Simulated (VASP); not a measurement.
A run of VASP 6.6.1:

POSCAR

```
Sc
1.0
    3.3090000000      0.0000000000      0.0000000000
   -1.6545000000      2.8656780000      0.0000000000
    0.0000000000      0.0000000000      5.2733000000
Sc
2
Direct
    0.3333333333      0.6666666667      0.2500000000
    0.6666666667      0.3333333333      0.7500000000
```

The input INCAR.step1:

```
PREC     = Accurate       # precision mode
ENCUT    = 600            # plane-wave cutoff, eV
ISMEAR   = 1              # smearing method
SIGMA    = 0.15           # smearing width, eV
LREAL    = False          # projectors in reciprocal space
LASPH    = True           # aspherical terms in the spheres
NELM     = 80             # most SCF steps
GGA      = PE             # functional
ALGO     = Normal         # electronic algorithm
EDIFF    = 1E-4           # SCF threshold, eV
LWAVE    = True           # write WAVECAR
LCHARG   = False          # write CHGCAR
```

The input INCAR.step2:

```
PREC     = Accurate       # precision mode
ENCUT    = 600            # plane-wave cutoff, eV
EDIFF    = 1E-6           # SCF threshold, eV
ISMEAR   = 1              # smearing method
SIGMA    = 0.15           # smearing width, eV
LREAL    = False          # projectors in reciprocal space
LASPH    = True           # aspherical terms in the spheres
NELM     = 80             # most SCF steps
ALGO     = Normal         # electronic algorithm
ISIF     = 3              # what is computed and relaxed
LWAVE    = False          # write WAVECAR
LCHARG   = False          # write CHGCAR
METAGGA  = R2SCAN         # meta-GGA
LMIXTAU  = True         
IBRION   = 2              # ionic algorithm
NSW      = 50             # ionic steps
EDIFFG   = -0.01          # ionic threshold
ISTART   = 1
```

KPOINTS

```
regular mesh
0
Gamma
  10 10 6
```

Potentials or basis: VASP PAW PBE potentials, release 64 (Sc_sv).

Launch:

```bash
$ cat potpaw_PBE.64/Sc_sv/POTCAR > POTCAR
$ cp INCAR.step1 INCAR
$ mpirun -np 1 vasp_std > vasp.out
$ cp INCAR.step2 INCAR
$ mpirun -np 1 vasp_std > vasp.out
```

Hardware: 1 thread of Intel(R) Xeon(R) Platinum 8259CL CPU @ 2.50GHz (Skylake/Cascade Lake), on a shared host.

Problem. How long does it take, and how much memory?

Solution. Wall time 9.9 min on 1 thread of Intel(R) Xeon(R) Platinum 8259CL CPU @ 2.50GHz (Skylake/Cascade Lake), on a shared host, peak memory 0.22 GiB. Counts: k points 56, ion steps 5.
